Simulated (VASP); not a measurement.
# Ti (Im-3m) in VASP: notebook, part 2 of 2

VASP 6.6.1. The steps go on from the part before.

**5. Single point, PBE (volume scaled by 0.96)**

INCAR reads:

```
  PREC = Accurate
  ENCUT = 520
  EDIFF = 1E-6
  ISMEAR = -1
  SIGMA = 0.1
  LREAL = False
  LASPH = True
  NELM = 100
  ALGO = Normal
  ISIF = 2
  LWAVE = False
  LCHARG = False
  GGA = PE
  NBANDS = 12
```

KPOINTS reads:

```
regular mesh
0
Gamma
  15 15 15
```

POSCAR reads:

```
Ti
1.0
   -1.6080877481      1.6080877481      1.6080877481
    1.6080877481     -1.6080877481      1.6080877481
    1.6080877481      1.6080877481     -1.6080877481
Ti
1
Direct
    0.0000000000      0.0000000000      0.0000000000
```

Potentials or basis: VASP PAW PBE potentials, release 64 (Ti_sv).

Run with:

```sh
$ cat potpaw_PBE.64/Ti_sv/POTCAR > POTCAR
$ mpirun -np 1 vasp_std > vasp.out
```

OUTCAR:

```text
PREC = Accurate
   ENCUT = 520
   EDIFF = 1E-6
   ISMEAR = -1
   LREAL = False
   LASPH = True
   NELM = 100
   ISIF = 2
   GGA = PE

 ion  position               nearest neighbor table
   1  0.000  0.000  0.000-

  LATTYP: Found a body centered cubic cell.
 ALAT       =     3.2161754962

  Lattice vectors:

 A1 = (  -1.6080877481,   1.6080877481,   1.6080877481)
 A2 = (   1.6080877481,  -1.6080877481,   1.6080877481)
 A3 = (   1.6080877481,   1.6080877481,  -1.6080877481)

Analysis of symmetry for initial positions (statically):
=====================================================================
 Subroutine PRICEL returns:
 Original cell was already a primitive cell.

 Routine SETGRP: Setting up the symmetry group for a
 body centered cubic supercell.

 Subroutine GETGRP returns: Found 48 space group operations
[... 9 lines left out ...]

 Routine SETGRP: Setting up the symmetry group for a
 body centered cubic supercell.

 Subroutine GETGRP returns: Found 48 space group operations
[... 11 lines left out ...]
                                     Primitive cell

  volume of cell :      16.6337

  direct lattice vectors                    reciprocal lattice vectors
    -1.608087748  1.608087748  1.608087748     0.000000000  0.310928306  0.310928306
     1.608087748 -1.608087748  1.608087748     0.310928306  0.000000000  0.310928306
     1.608087748  1.608087748 -1.608087748     0.310928306  0.310928306  0.000000000

  length of vectors
     2.785289683  2.785289683  2.785289683     0.439719028  0.439719028  0.439719028

  position of ions in fractional coordinates (direct lattice)
     0.000000000  0.000000000  0.000000000

  ion indices of the primitive-cell ions
   primitive index   ion index
                 1           1

----------------------------------------------------------------------------------------

 KPOINTS: regular mesh

Automatic generation of k-mesh.
 Grid dimensions read from file:
 generate k-points for:   15   15   15

 Generating k-lattice:

  Cartesian coordinates                     Fractional coordinates (reciprocal lattice)
     0.000000000  0.020728554  0.020728554     0.066666667  0.000000000  0.000000000
     0.020728554  0.000000000  0.020728554     0.000000000  0.066666667  0.000000000
     0.020728554  0.020728554  0.000000000     0.000000000  0.000000000  0.066666667

  Length of vectors
     0.029314602  0.029314602  0.029314602

  Shift w.r.t. Gamma in fractional coordinates (k-lattice)
     0.000000000  0.000000000  0.000000000

 Subroutine IBZKPT returns following result:
 ===========================================

 Found    120 irreducible k-points:

 Following reciprocal coordinates:
            Coordinates               Weight
  0.000000  0.000000  0.000000      1.000000
  0.066667  0.000000  0.000000     12.000000
  0.133333  0.000000  0.000000     12.000000
  0.200000  0.000000  0.000000     12.000000
  0.266667  0.000000  0.000000     12.000000
  0.333333  0.000000  0.000000     12.000000
[... 16 lines left out ...]
  0.333333  0.200000  0.000000     48.000000
  0.400000  0.200000  0.000000     24.000000
 [... further k-points ...]
   k-points           NKPTS =    120   k-points in BZ     NKDIM =    120   number of bands    NBANDS=     12
   number of dos      NEDOS =    301   number of ions     NIONS =      1
   total plane-waves  NPLWV =  13824
   dimension x,y,z NGX =    24 NGY =   24 NGZ =   24
   dimension x,y,z NGXF=    48 NGYF=   48 NGZF=   48
   ions per type =               1
   NGX,Y,Z   is equivalent  to a cutoff of  14.32, 14.32, 14.32 a.u.
   NGXF,Y,Z  is equivalent  to a cutoff of  28.65, 28.65, 28.65 a.u.
 SYSTEM =  unknown system
   PREC   = accura    normal or accurate (medium, high low for compatibility)
   ISTART =      0    job   : 0-new  1-cont  2-samecut
   ICHARG =      2    charge: 1-file 2-atom 10-const
   ISPIN  =      1    spin polarized calculation?
   LNONCOLLINEAR =      F non collinear calculations
   LSORBIT =      F    spin-orbit coupling
   LASPH  =      T    aspherical Exc in radial PAW
   ENCUT  =  520.0 eV  38.22 Ry    6.18 a.u.   5.18  5.18  5.18*2*pi/ulx,y,z
   NELM   =    100;   NELMIN=  2; NELMDL= -5     # of ELM steps
   EDIFF  = 0.1E-05   stopping-criterion for ELM
   LREAL  =      F    real-space projection
   EDIFFG = 0.1E-04   stopping-criterion for IOM
   NSW    =      0    number of steps for IOM
   IBRION =     -1    ionic relax: 0-MD 1-quasi-New 2-CG
   NFREE  =      0    steps in history (QN), initial steepest desc. (CG)
   ISIF   =      2    stress and relaxation
   ISYM   =      2    0-nonsym 1-usesym 2-fastsym
   POTIM  = 0.5000    time-step for ionic-motion
   TEBEG  =    0.0;   TEEND  =   0.0 temperature during run
   PSTRESS=    0.0 pullay stress
   NELECT =      12.0000    total number of electrons
   NUPDOWN=      -1.0000    fix difference up-down
   EMIN   =  10.00;   EMAX   =-10.00  energy-range for DOS
   EFERMI =   0.00;   METHOD = LEGACY
   ISMEAR =    -1;   SIGMA  =   0.10  broadening in eV -4-tet -1-fermi 0-gaus
   EFERMI_NEDOS =   21; number of points for ismear=-14 and -15
   IALGO  =     38    algorithm
   IMIX   =      4    mixing-type and parameters
     AMIX     =   0.40;   BMIX     =  1.00
     AMIX_MAG =   1.60;   BMIX_MAG =  1.00
  volume/ion in A,a.u.               =      16.63       112.25
  Fermi-wavevector in a.u.,A,eV,Ry     =   1.468269  2.774625 29.331612  2.155813
  Thomas-Fermi vector in A             =   2.583787
   LORBIT       =      0    0 simple, 1 ext, 2 COOP (PROOUT), +10 PAW based schemes
   GGA     = PE    functional components
   LHFCALC =     F    Hartree Fock is set to
   AEXX    =    0.0000 exact exchange contribution
   IVDW    =     0    specifies the selected vdW correction
   LEPSILON=     F    determine dielectric tensor
   LRPA    =     F    only Hartree local field effects (RPA)
 non-spin polarized calculation
  energy-cutoff  :      520.00
  volume of cell :       16.63
 maximum number of plane-waves:       466
 NGX is ok and might be reduce to    24
   NGX = 11   NGY = 11   NGZ = 11

 number of electron      11.9999999 magnetization

 Free energy of the ion-electron system (eV)
  ---------------------------------------------------
  ext. energy  EPLUGINS =         0.00000000
  ---------------------------------------------------
  free energy    TOTEN  =        -7.75433543 eV

  energy without entropy =       -7.68152086  energy(sigma->0) =       -7.71792815

 E-fermi :   8.5449     XC(G=0): -11.6980

 val. band max:        8.5417816262   @ k =  -0.3333   0.3333   0.1333
 cond. band min:       8.5526498839   @ k =   0.2667   0.2000  -0.0000
 fundamental gap:      0.0108682577
 Fermi energy:         8.5448634246

 k-point     1 :       0.0000    0.0000    0.0000
  band No.  band energies     occupation
      1     -47.9019      2.00000
      2     -23.7046      2.00000
      3     -23.7046      2.00000
      4     -23.7046      2.00000
      5       2.4973      2.00000
      6       9.5715      0.00007
      7       9.5715      0.00007
      8       9.5715      0.00007
      9      11.4248      0.00000
     10      11.4248      0.00000
     11      26.2642      0.00000
     12      26.2642      0.00000

 k-point     2 :       0.0667    0.0000    0.0000
  band No.  band energies     occupation
      1     -47.8953      2.00000
      2     -23.7396      2.00000
      3     -23.7153      2.00000
      4     -23.7049      2.00000
      5       2.6560      2.00000
      6       9.4975      0.00015
      7       9.5506      0.00009
      8       9.6885      0.00002
      9      11.3379      0.00000
     10      11.4291      0.00000
     11      26.0553      0.00000
     12      26.2556      0.00000

 k-point     3 :       0.1333    0.0000    0.0000
  band No.  band energies     occupation
      1     -47.8764      2.00000
      2     -23.8375      2.00000
      3     -23.7452      2.00000
      4     -23.7056      2.00000
      5       3.1146      2.00000
      6       9.2945      0.00111
      7       9.4503      0.00023
      8      10.0297      0.00000
      9      11.1657      0.00000
     10      11.4464      0.00000
     11      25.3536      0.00000
     12      26.0574      0.00000
[... 286 lines left out ...]
 k-point    23 :       0.3333    0.2000    0.0000
  band No.  band energies     occupation
      1     -47.7390      2.00000
      2     -24.3682      2.00000
      3     -24.0350      2.00000
      4     -23.7800      2.00000
      5       6.7481      2.00000
      6       8.0697      1.98288
      7       8.6057      0.70479
      8      11.3151      0.00000
      9      11.9112      0.00000
     10      14.2387      0.00000
     11      18.3454      0.00000
     12      20.4917      0.00000

 k-point    24 :       0.4000    0.2000    0.0000
  band No.  band energies     occupation
      1     -47.7334      2.00000
      2     -24.3807      2.00000
      3     -24.0559      2.00000
      4     -23.7815      2.00000
      5       6.7957      2.00000
      6       8.0955      1.97788
      7       8.6737      0.43220
      8      11.3678      0.00000
      9      11.9550      0.00000
     10      14.6901      0.00000
     11      17.6261      0.00000
     12      20.2974      0.00000

 [... further k-points ...]
[... 5 lines left out ...]
  --------------------------------------------------------------------------------------
  -------------------------------------------------------------------------------------
  Total        0.4394529      0.4394529      0.4394529      0.0000000      0.0000000      0.0000000
  in kB       42.3285797     42.3285797     42.3285797      0.0000000      0.0000000      0.0000000
  external PRESSURE =      42.3285797 kB  Pullay stress =       0.0000000 kB

 VOLUME and BASIS-vectors are now :
 -----------------------------------------------------------------------------
  energy-cutoff  :      520.00
  volume of cell :       16.63
      direct lattice vectors                 reciprocal lattice vectors
    -1.608087748  1.608087748  1.608087748     0.000000000  0.310928306  0.310928306
     1.608087748 -1.608087748  1.608087748     0.310928306  0.000000000  0.310928306
     1.608087748  1.608087748 -1.608087748     0.310928306  0.310928306  0.000000000

 POSITION                                       TOTAL-FORCE (eV/Angst)
 -----------------------------------------------------------------------------------
      0.00000      0.00000      0.00000        -0.000000      0.000000      0.000000
 -----------------------------------------------------------------------------------
    total drift:                                0.000000      0.000000     -0.000000

  FREE ENERGIE OF THE ION-ELECTRON SYSTEM (eV)
  ---------------------------------------------------
  free  energy   TOTEN  =        -7.7543354318 eV

  energy  without entropy=       -7.6815208613  energy(sigma->0) =       -7.71792815
```

stdout:

```text
POSCAR found type information on POSCAR Ti
 POSCAR found :  1 types and       1 ions
 scaLAPACK will be used
 LDA part: xc-table for (Slater+PW92), standard interpolation
 POSCAR, INCAR and KPOINTS ok, starting setup
 FFT: planning ... GRIDC
 FFT: planning ... GRID_SOFT
 FFT: planning ... GRID
 WAVECAR not read
 entering main loop
```

It took 32 s on 1 thread of Intel Xeon 6975P-C, shared host; peak memory 0.15 GiB.

Results:

- Free energy: -7.7543 eV
- Pressure: 4.2 GPa
- Band gap on the k mesh: zero (band 6 reaches 9.57 eV, above the bottom of band 7 at 7.85 eV)

**6. Single point, PBE**

INCAR reads:

```
SYSTEM = Ti
ALGO = Normal
EDIFF = 1E-6
ENCUT = 520
GGA = PE
ISIF = 2
ISMEAR = -1
LASPH = .True.
LCHARG = .False.
LREAL = .False.
LWAVE = .False.
NBANDS = 12
NELM = 80
PREC = Accurate
SIGMA = 0.1
```

KPOINTS reads:

```
k-points
0
Gamma
  15 15 15
  0 0 0
```

POSCAR reads:

```
Ti
1.0
   -1.6301190851      1.6301190851      1.6301190851
    1.6301190851     -1.6301190851      1.6301190851
    1.6301190851      1.6301190851     -1.6301190851
Ti
1
Direct
    0.0000000000      0.0000000000      0.0000000000
```

Potentials or basis: VASP PAW PBE potentials, release 64 (Ti_sv).

Run with:

```sh
$ cat potpaw_PBE.64/Ti_sv/POTCAR > POTCAR
$ mpirun -np 1 vasp_std > vasp.out
```

OUTCAR:

```text
SYSTEM = Ti
   EDIFF = 1E-6
   ENCUT = 520
   GGA = PE
   ISIF = 2
   ISMEAR = -1
   LASPH = .True.
   LREAL = .False.
   NELM = 80
   PREC = Accurate

 ion  position               nearest neighbor table
   1  0.000  0.000  0.000-

  LATTYP: Found a body centered cubic cell.
 ALAT       =     3.2602381702

  Lattice vectors:

 A1 = (  -1.6301190851,   1.6301190851,   1.6301190851)
 A2 = (   1.6301190851,  -1.6301190851,   1.6301190851)
 A3 = (   1.6301190851,   1.6301190851,  -1.6301190851)

Analysis of symmetry for initial positions (statically):
=====================================================================
 Subroutine PRICEL returns:
 Original cell was already a primitive cell.

 Routine SETGRP: Setting up the symmetry group for a
 body centered cubic supercell.

 Subroutine GETGRP returns: Found 48 space group operations
[... 9 lines left out ...]

 Routine SETGRP: Setting up the symmetry group for a
 body centered cubic supercell.

 Subroutine GETGRP returns: Found 48 space group operations
[... 11 lines left out ...]
                                     Primitive cell

  volume of cell :      17.3268

  direct lattice vectors                    reciprocal lattice vectors
    -1.630119085  1.630119085  1.630119085     0.000000000  0.306726057  0.306726057
     1.630119085 -1.630119085  1.630119085     0.306726057  0.000000000  0.306726057
     1.630119085  1.630119085 -1.630119085     0.306726057  0.306726057  0.000000000

  length of vectors
     2.823449078  2.823449078  2.823449078     0.433776150  0.433776150  0.433776150

  position of ions in fractional coordinates (direct lattice)
     0.000000000  0.000000000  0.000000000

  ion indices of the primitive-cell ions
   primitive index   ion index
                 1           1

----------------------------------------------------------------------------------------

 KPOINTS: k-points
[... 85 lines left out ...]
   IALGO  =     38    algorithm
   IMIX   =      4    mixing-type and parameters
     AMIX     =   0.40;   BMIX     =  1.00
     AMIX_MAG =   1.60;   BMIX_MAG =  1.00
  volume/ion in A,a.u.               =      17.33       116.93
  Fermi-wavevector in a.u.,A,eV,Ry     =   1.448425  2.737126 28.544126  2.097934
  Thomas-Fermi vector in A             =   2.566267
   LORBIT       =      0    0 simple, 1 ext, 2 COOP (PROOUT), +10 PAW based schemes
   GGA     = PE    functional components
   LHFCALC =     F    Hartree Fock is set to
   AEXX    =    0.0000 exact exchange contribution
   IVDW    =     0    specifies the selected vdW correction
   LEPSILON=     F    determine dielectric tensor
   LRPA    =     F    only Hartree local field effects (RPA)
 non-spin polarized calculation
  energy-cutoff  :      520.00
  volume of cell :       17.33
 maximum number of plane-waves:       478
 NGX is ok and might be reduce to    24
   NGX = 11   NGY = 11   NGZ = 11

 number of electron      11.9999997 magnetization

 Free energy of the ion-electron system (eV)
  ---------------------------------------------------
  ext. energy  EPLUGINS =         0.00000000
  ---------------------------------------------------
  free energy    TOTEN  =        -7.76280535 eV

  energy without entropy =       -7.68577915  energy(sigma->0) =       -7.72429225

 E-fermi :   8.1139     XC(G=0): -11.5049

 val. band max:        8.1095927230   @ k =  -0.3333  -0.4667   0.0667
 cond. band min:       8.1160035962   @ k =   0.2667   0.2000  -0.0000
 fundamental gap:      0.0064108732
 Fermi energy:         8.1139122644

 k-point     1 :       0.0000    0.0000    0.0000
  band No.  band energies     occupation
      1     -48.4130      2.00000
      2     -24.2668      2.00000
      3     -24.2668      2.00000
      4     -24.2668      2.00000
      5       2.1517      2.00000
      6       9.1033      0.00010
      7       9.1033      0.00010
      8       9.1033      0.00010
      9      10.8656      0.00000
     10      10.8656      0.00000
     11      25.5394      0.00000
     12      25.5394      0.00000
[... 331 lines left out ...]
 k-point    24 :       0.4000    0.2000   -0.0000
  band No.  band energies     occupation
      1     -48.2701      2.00000
      2     -24.8595      2.00000
      3     -24.5756      2.00000
      4     -24.3340      2.00000
      5       6.4322      2.00000
      6       7.6983      1.96913
      7       8.1964      0.60929
      8      10.8057      0.00000
      9      11.3565      0.00000
     10      13.9604      0.00000
     11      16.7544      0.00000
     12      19.4399      0.00000

 [... further k-points ...]
[... 5 lines left out ...]
  --------------------------------------------------------------------------------------
  -------------------------------------------------------------------------------------
  Total       -0.0322723     -0.0322723     -0.0322723     -0.0000000      0.0000000     -0.0000000
  in kB       -2.9841628     -2.9841628     -2.9841628     -0.0000000      0.0000000     -0.0000000
  external PRESSURE =      -2.9841628 kB  Pullay stress =       0.0000000 kB

 VOLUME and BASIS-vectors are now :
 -----------------------------------------------------------------------------
  energy-cutoff  :      520.00
  volume of cell :       17.33
      direct lattice vectors                 reciprocal lattice vectors
    -1.630119085  1.630119085  1.630119085     0.000000000  0.306726057  0.306726057
     1.630119085 -1.630119085  1.630119085     0.306726057  0.000000000  0.306726057
     1.630119085  1.630119085 -1.630119085     0.306726057  0.306726057  0.000000000

 POSITION                                       TOTAL-FORCE (eV/Angst)
 -----------------------------------------------------------------------------------
      0.00000      0.00000      0.00000        -0.000000      0.000000      0.000000
 -----------------------------------------------------------------------------------
    total drift:                                0.000000      0.000000      0.000000

  FREE ENERGIE OF THE ION-ELECTRON SYSTEM (eV)
  ---------------------------------------------------
  free  energy   TOTEN  =        -7.7628053507 eV

  energy  without entropy=       -7.6857791464  energy(sigma->0) =       -7.72429225
```

stdout:

```text
POSCAR found type information on POSCAR Ti
 POSCAR found :  1 types and       1 ions
 scaLAPACK will be used
 LDA part: xc-table for (Slater+PW92), standard interpolation
 POSCAR, INCAR and KPOINTS ok, starting setup
 FFT: planning ... GRIDC
 FFT: planning ... GRID_SOFT
 FFT: planning ... GRID
 WAVECAR not read
 entering main loop
```

It took 31 s on 1 thread of Intel Xeon 6975P-C, shared host; peak memory 0.15 GiB.

What came out:

```yaml
Free_energy: -7.7628 eV
Pressure: -0.3 GPa
Band_gap_on_the_k_mesh: zero (band 6 reaches 9.10 eV, above the bottom of band 7 at 7.46 eV)
```

**7. Summary**

```csv
cell,k mesh,gap on the mesh (eV),pressure (GPa)
"a = 2.823 Å, angles 109.5°, 1 atom",13 × 13 × 13,none,-0.3
"a = 2.706 Å, angles 109.5°, 1 atom",15 × 15 × 15,none,16.1
"a = 2.746 Å, angles 109.5°, 1 atom",15 × 15 × 15,none,9.6
"a = 2.785 Å, angles 109.5°, 1 atom",15 × 15 × 15,none,4.2
"a = 2.823 Å, angles 109.5°, 1 atom",15 × 15 × 15,none,-0.3
```

Alike in all rows: task single point; level PBE; potentials or basis VASP PAW PBE potentials, release 64 (Ti_sv); no spin polarisation; cutoff (eV) 520; smearing fermi-dirac 0.1 eV.

Absolute energies hang on the potentials; compare differences alone.
